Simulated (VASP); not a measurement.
Si:

```xyz
1
Lattice="1.5650 1.5650 1.5650 -1.5650 1.5650 1.5650 -1.5650 -1.5650 1.5650" Properties=species:S:1:pos:R:3 pbc="T T T"
Si    0.0000    0.0000    0.0000
```

This isn't the form of Si at room conditions, which is diamond.

* Program: VASP 6.6.1
* Task: relaxation of cell and atoms
* Functional: PBE
* Potentials or basis: VASP PAW PBE potentials, release 64 (Si)
* Cutoff: 600 eV
* k mesh: 19 × 19 × 19
* Occupations: gaussian, width 0.05 eV
* Spin: no spin polarisation

At the start: pressure -3.9 GPa; volume 15.33 Å³/atom.

**Question.** How do energy, volume and symmetry change on relaxing?

**Answer.** Over 3 steps the energy falls by 8.9 meV/atom and the volume is 14.63 Å³/atom (-4.6 %); space group Im-3m (No. 229, to 0.1 Å) before and after.

Step by step:
```csv
step,energy change (eV),largest force (eV/Å),pressure (GPa),volume (Å³)
1,0.0000,0.0000,-3.89,15.33
2,-0.0087,0.0000,0.71,14.52
3,-0.0089,0.0000,0.02,14.63
```

Final structure:
```
CELL_PARAMETERS angstrom
1.54072 1.54072 1.54072
-1.54072 1.54072 1.54072
-1.54072 -1.54072 1.54072
ATOMIC_POSITIONS crystal
Si 0.00000 0.00000 0.00000
```
